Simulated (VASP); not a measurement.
Write the native input for VASP 6.6.1 that does the following.

```
Task                   : relaxation of cell and atoms
Functional             : PBEsol
Potentials or basis    : VASP PAW PBE potentials, release 64 (Hf_pv, O)
Cutoff                 : 600 eV
k mesh                 : 8 × 8 × 8
Occupations            : gaussian, width 0.01 eV
Spin                   : no spin polarisation
Dipole correction      : no
Further INCAR settings : ALGO = Normal; EDIFF = 1e-07; IBRION = 2; EDIFFG = -0.005; NSW = 80; ISIF = 3
```

The structure of HfO2 lies in POSCAR:

```
HfO2
1.0
    0.0000000000      2.5575000000      2.5575000000
    2.5575000000      0.0000000000      2.5575000000
    2.5575000000      2.5575000000      0.0000000000
Hf O
1 2
Direct
    0.0000000000      0.0000000000      0.0000000000
    0.2500000000      0.2500000000      0.2500000000
    0.7500000000      0.7500000000      0.7500000000
```

One way to write it, as run:

INCAR

```
ALGO = Normal
EDIFF = 1E-7
EDIFFG = -0.005
ENCUT = 600
GGA = PS
IBRION = 2
ISIF = 3
ISMEAR = 0
LASPH = T
LCHARG = F
LREAL = F
LWAVE = F
NELM = 80
NSW = 80
PREC = Accurate
SIGMA = 0.01
```

KPOINTS

```
k-points
0
Gamma
  8 8 8
```

Potentials or basis: VASP PAW PBE potentials, release 64 (Hf_pv, O).

Command:

```bash
$ cat potpaw_PBE.64/Hf_pv/POTCAR potpaw_PBE.64/O/POTCAR > POTCAR
$ mpirun -np 1 vasp_std > vasp.out
```

Results of the run:

* Relaxed volume: 10.53 Å³/atom
* Relaxed cell: a = 3.549 Å, b = 3.549 Å, c = 3.549 Å, α = 60.00°, β = 60.00°, γ = 60.00°
* Space group after relaxing (to 0.05 Å): Fm-3m (No. 225)
* Energy gained by relaxing: 28.0 meV/atom
* Ionic steps: 4
* Pressure after relaxing: 0.0 GPa
* Band gap on the k mesh: 3.75 eV, direct

Caveat: the PAW data sets were made with another functional, which shifts forces and pressure a little; spin-orbit coupling is left out, which moves the levels of the heavy elements.

Wall time 52 s on 1 thread of Intel(R) Xeon(R) Platinum 8488C (Sapphire Rapids), on a shared host, peak memory 0.18 GiB.
